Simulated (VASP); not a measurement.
Here is a VASP 6.6.1 calculation.

File INCAR:

```
  PREC = Accurate
  ENCUT = 600
  EDIFF = 1E-7
  ISMEAR = 0
  SIGMA = 0.2
  LREAL = False
  LASPH = True
  NELM = 120
  ALGO = Normal
  ISIF = 3
  LWAVE = False
  LCHARG = False
  GGA = PE
  IBRION = 2
  NSW = 36
  EDIFFG = -0.08
  GGA_COMPAT = False
  NELMIN = 4
```

Contents of KPOINTS:

```
regular mesh
0
Gamma
  3 3 3
```

Contents of POSCAR:

```
Mg2Si3N3
1.0
    4.8718909700      0.0000000000      0.0000000000
    0.0000000000      4.8718909700      0.0000000000
    0.0000000000      0.0000000000      4.8718909700
Mg Si N
2 3 3
Direct
    0.5000000000      0.5000000000      0.5000000000
    0.0000000000      0.0000000000      0.0000000000
    0.0000000000      0.5000000000      0.5000000000
    0.5000000000      0.0000000000      0.5000000000
    0.5000000000      0.5000000000      0.0000000000
    0.5000000000      0.0000000000      0.0000000000
    0.0000000000      0.5000000000      0.0000000000
    0.0000000000      0.0000000000      0.5000000000
```

Potentials or basis: VASP PAW PBE potentials, release 64 (Mg, Si, N).

Launch:

```sh
$ cat potpaw_PBE.64/Mg/POTCAR potpaw_PBE.64/Si/POTCAR potpaw_PBE.64/N/POTCAR > POTCAR
$ mpirun -np 1 vasp_std > vasp.out
```

What does it give for the relaxed volume?

12.52 Å³/atom.

What does it give for the space group after relaxing (to 0.05 Å)?

Pm-3m (No. 221).

Predict the relaxed cell.

a = 4.645 Å, b = 4.645 Å, c = 4.645 Å, α = 90.00°, β = 90.00°, γ = 90.00°.

Final structure:
```
CELL_PARAMETERS angstrom
4.64467 0.00000 0.00000
0.00000 4.64467 0.00000
0.00000 0.00000 4.64467
ATOMIC_POSITIONS crystal
Mg 0.50000 0.50000 0.50000
Mg 0.00000 0.00000 0.00000
Si 0.00000 0.50000 0.50000
Si 0.50000 0.00000 0.50000
Si 0.50000 0.50000 0.00000
N 0.50000 0.00000 0.00000
N 0.00000 0.50000 0.00000
N 0.00000 0.00000 0.50000
```

Caveat: the k points lie up to 0.45 Å⁻¹ apart in the final cell.
